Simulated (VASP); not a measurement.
# LiF (Fm-3m) in VASP: further runs

LiF is run at these levels: PBE; tasks: single point.

All numbers are computed with VASP 6.6.1; they aren't measurements. Logs are shortened: lines on timing, memory, paths and dates and some standing lists are left out, and cuts for length are marked.

## Step 1: The cell of the first run

Symmetry: Fm-3m, No. 225, cubic system. Conventional cell: a = 3.870 Å, b = 3.870 Å, c = 3.870 Å, α = 90.00°, β = 90.00°, γ = 90.00°. Within 2.6 Å of Li (site symmetry m-3m) lie 6 F at 1.94 Å. F (site symmetry m-3m) has 6 Li at 1.94 Å within 2.6 Å.

## Step 2: Single point, PBE (strain -3.0%)

Input file INCAR:

```
SYSTEM = LiF
  ALGO = Normal
  EDIFF = 1E-7
  ENCUT = 520
  GGA = PE
  ISIF = 2
  ISMEAR = 0
  LASPH = .True.
  LCHARG = .True.
  LELF = .True.
  LREAL = .False.
  LVHAR = .True.
  LWAVE = .False.
  NBANDS = 12
  NELM = 80
  PREC = Accurate
  SIGMA = 0.01
```

Input file KPOINTS:

```
k-points
0
Gamma
  6 6 6
  0 0 0
```

Input file POSCAR:

```
LiF
1.0
    0.0000000000      1.9350255854      1.9350255854
    1.9350255854      0.0000000000      1.9350255854
    1.9350255854      1.9350255854      0.0000000000
Li F
1 1
Direct
    0.0000000000      0.0000000000      0.0000000000
    0.5000000000      0.5000000000      0.5000000000
```

Potentials or basis: VASP PAW PBE potentials, release 64 (Li_sv, F).

On the command line:

```bash
$ cat potpaw_PBE.64/Li_sv/POTCAR potpaw_PBE.64/F/POTCAR > POTCAR
$ mpirun -np 1 vasp_std > vasp.out
```

OUTCAR:

```text
SYSTEM = LiF
   EDIFF = 1E-7
   ENCUT = 520
   GGA = PE
   ISIF = 2
   ISMEAR = 0
   LASPH = .True.
   LREAL = .False.
   NELM = 80
   PREC = Accurate

 ion  position               nearest neighbor table
   1  0.000  0.000  0.000-   2 1.94   2 1.94   2 1.94   2 1.94   2 1.94   2 1.94
   2  0.500  0.500  0.500-   1 1.94   1 1.94   1 1.94   1 1.94   1 1.94   1 1.94

  LATTYP: Found a face centered cubic cell.
 ALAT       =     3.8700511708

  Lattice vectors:

 A1 = (   0.0000000000,   1.9350255854,   1.9350255854)
 A2 = (   1.9350255854,   0.0000000000,   1.9350255854)
 A3 = (   1.9350255854,   1.9350255854,   0.0000000000)

Analysis of symmetry for initial positions (statically):
=====================================================================
 Subroutine PRICEL returns:
 Original cell was already a primitive cell.

 Routine SETGRP: Setting up the symmetry group for a
 face centered cubic supercell.

 Subroutine GETGRP returns: Found 48 space group operations
 (whereof 48 operations were pure point group operations)
 out of a pool of 48 trial point group operations.

The static configuration has the point symmetry O_h .

Analysis of symmetry for dynamics (positions and initial velocities):
=====================================================================
 Subroutine PRICEL returns:
 Original cell was already a primitive cell.

 Routine SETGRP: Setting up the symmetry group for a
 face centered cubic supercell.

 Subroutine GETGRP returns: Found 48 space group operations
 (whereof 48 operations were pure point group operations)
 out of a pool of 48 trial point group operations.

The dynamic configuration has the point symmetry O_h .

 Subroutine INISYM returns: Found 48 space group operations
 (whereof 48 operations are pure point group operations),
 and found     1 'primitive' translations

----------------------------------------------------------------------------------------

                                     Primitive cell

  volume of cell :      14.4907

  direct lattice vectors                    reciprocal lattice vectors
     0.000000000  1.935025585  1.935025585    -0.258394516  0.258394516  0.258394516
     1.935025585  0.000000000  1.935025585     0.258394516 -0.258394516  0.258394516
     1.935025585  1.935025585  0.000000000     0.258394516  0.258394516 -0.258394516

  length of vectors
     2.736539426  2.736539426  2.736539426     0.447552430  0.447552430  0.447552430

[... 79 lines left out ...]
   POTIM  = 0.5000    time-step for ionic-motion
   TEBEG  =    0.0;   TEEND  =   0.0 temperature during run
   PSTRESS=    0.0 pullay stress
   NELECT =      10.0000    total number of electrons
   NUPDOWN=      -1.0000    fix difference up-down
   EMIN   =  10.00;   EMAX   =-10.00  energy-range for DOS
   EFERMI =   0.00;   METHOD = LEGACY
   ISMEAR =     0;   SIGMA  =   0.01  broadening in eV -4-tet -1-fermi 0-gaus
   EFERMI_NEDOS =   21; number of points for ismear=-14 and -15
   IALGO  =     38    algorithm
   IMIX   =      4    mixing-type and parameters
     AMIX     =   0.40;   BMIX     =  1.00
     AMIX_MAG =   1.60;   BMIX_MAG =  1.00
  volume/ion in A,a.u.               =       7.25        48.89
  Fermi-wavevector in a.u.,A,eV,Ry     =   1.446699  2.733864 28.476142  2.092937
  Thomas-Fermi vector in A             =   2.564738
   LORBIT       =      0    0 simple, 1 ext, 2 COOP (PROOUT), +10 PAW based schemes
   GGA     = PE    functional components
   LHFCALC =     F    Hartree Fock is set to
   AEXX    =    0.0000 exact exchange contribution
   IVDW    =     0    specifies the selected vdW correction
   LEPSILON=     F    determine dielectric tensor
   LRPA    =     F    only Hartree local field effects (RPA)
 non-spin polarized calculation
 Gauss-broadening in eV      SIGMA  =   0.01
  energy-cutoff  :      520.00
  volume of cell :       14.49
 maximum number of plane-waves:       397
   NGX = 11   NGY = 11   NGZ = 11

 number of electron      10.0000000 magnetization

 number of electron       9.9999974 magnetization

 Free energy of the ion-electron system (eV)
  ---------------------------------------------------
  ext. energy  EPLUGINS =         0.00000000
  ---------------------------------------------------
  free energy    TOTEN  =        -9.55140524 eV

  energy without entropy =       -9.55140524  energy(sigma->0) =       -9.55140524

 E-fermi :  -0.1517     XC(G=0): -10.5812

 val. band max:       -0.2308916362   @ k =   0.0000   0.0000   0.0000
 cond. band min:      10.0137889011   @ k =   0.0000   0.0000   0.0000
 fundamental gap:     10.2446805372
 Fermi energy:        -0.1516581888

 k-point     1 :       0.0000    0.0000    0.0000
  band No.  band energies     occupation
      1     -40.9269      2.00000
      2     -20.5590      2.00000
      3      -0.2309      2.00000
      4      -0.2309      2.00000
      5      -0.2309      2.00000
      6      10.0138      0.00000
      7      25.2934      0.00000
      8      25.2934      0.00000
      9      25.2934      0.00000
     10      25.3619      0.00000
     11      25.3619      0.00000
     12      25.3619      0.00000
[... 211 lines left out ...]
 k-point    16 :      -0.3333    0.5000    0.1667
  band No.  band energies     occupation
      1     -40.8037      2.00000
      2     -19.6984      2.00000
      3      -3.2701      2.00000
      4      -2.0947      2.00000
      5      -1.2182      2.00000
      6      15.7491      0.00000
      7      16.0657      0.00000
      8      18.4947      0.00000
      9      20.8397      0.00000
     10      25.1915      0.00000
     11      33.3363      0.00000
     12      36.4398      0.00000

------------------------ aborting loop because EDIFF is reached ----------------------------------------

  FORCE on cell =-STRESS in cart. coord.  units (eV):
  Direction    XX          YY          ZZ          XY          YZ          ZX
  --------------------------------------------------------------------------------------
  -------------------------------------------------------------------------------------
  Total        1.2067628      1.2067628      1.2067628     -0.0000000      0.0000000     -0.0000000
  in kB      133.4265845    133.4265845    133.4265845     -0.0000000      0.0000000     -0.0000000
  external PRESSURE =     133.4265845 kB  Pullay stress =       0.0000000 kB

 VOLUME and BASIS-vectors are now :
 -----------------------------------------------------------------------------
  energy-cutoff  :      520.00
  volume of cell :       14.49
      direct lattice vectors                 reciprocal lattice vectors
     0.000000000  1.935025585  1.935025585    -0.258394516  0.258394516  0.258394516
     1.935025585  0.000000000  1.935025585     0.258394516 -0.258394516  0.258394516
     1.935025585  1.935025585  0.000000000     0.258394516  0.258394516 -0.258394516

 POSITION                                       TOTAL-FORCE (eV/Angst)
 -----------------------------------------------------------------------------------
      0.00000      0.00000      0.00000         0.000000      0.000000      0.000000
      1.93503      1.93503      1.93503        -0.000000     -0.000000     -0.000000
 -----------------------------------------------------------------------------------
    total drift:                                0.000000      0.000000      0.000000

  FREE ENERGIE OF THE ION-ELECTRON SYSTEM (eV)
  ---------------------------------------------------
  free  energy   TOTEN  =        -9.5514052407 eV

  energy  without entropy=       -9.5514052407  energy(sigma->0) =       -9.55140524
```

Run time: 1.9 s. Hardware: 1 thread of Intel Xeon 6975P-C (Granite Rapids), shared host; peak memory 0.11 GiB.

What came out:

```
Free energy            : -9.5514 eV
Band gap on the k mesh : 10.24 eV
```

Caveat: the k points lie up to 0.47 Å⁻¹ apart; the cell differs from its parent crystal (strain -3.0%); the cutoff is under 1.25 times the usual one of these potentials, so pressure, stress and relaxed cells hold a basis-set (Pulay) error.

## Step 3: Single point, PBE (strain -2.0%)

Input file INCAR:

```
SYSTEM = LiF
ALGO = Normal ; EDIFF = 1E-7
ENCUT = 520 ; GGA = PE
ISIF = 2 ; ISMEAR = 0
LASPH = .True. ; LCHARG = .False.
LREAL = .False. ; LWAVE = .False.
NBANDS = 12 ; NELM = 60
PREC = Accurate ; SIGMA = 0.01
```

KPOINTS is that of step 2.

Input file POSCAR:

```
LiF
1.0
    0.0000000000      1.9549743028      1.9549743028
    1.9549743028      0.0000000000      1.9549743028
    1.9549743028      1.9549743028      0.0000000000
Li F
1 1
Direct
    0.0000000000      0.0000000000      0.0000000000
    0.5000000000      0.5000000000      0.5000000000
```

Potentials or basis: VASP PAW PBE potentials, release 64 (Li_sv, F).

On the command line:

```bash
$ cat potpaw_PBE.64/Li_sv/POTCAR potpaw_PBE.64/F/POTCAR > POTCAR
$ mpirun -np 1 vasp_std > vasp.out
```

Run time: 1.9 s. Hardware: 1 thread of Intel Xeon 6975P-C (Granite Rapids), shared host; peak memory 0.13 GiB.

It converged, with:

```
Free energy            : -9.5856 eV
Band gap on the k mesh : 9.93 eV
```

Levels at points of the mesh, in eV from the valence-band top:
| k point | band 2 | band 3 | band 4 | band 5 | band 6 | band 7 | band 8 | band 9 |
| --- | --- | --- | --- | --- | --- | --- | --- | --- |
| (0.00, 0.00, 0.00) | -20.23 | 0.00 | 0.00 | 0.00 | 9.93 | 25.17 | 25.17 | 25.17 |
| (0.50, 0.00, 0.00) | -19.73 | -2.80 | -0.26 | -0.26 | 11.25 | 17.83 | 19.61 | 19.61 |
| (0.50, 0.50, 0.00) | -19.39 | -3.41 | -1.14 | -1.14 | 15.68 | 16.89 | 18.58 | 21.32 |

Caveat: the k points lie up to 0.46 Å⁻¹ apart; the cell differs from its parent crystal (strain -2.0%); the cutoff is under 1.25 times the usual one of these potentials, so pressure, stress and relaxed cells hold a basis-set (Pulay) error.
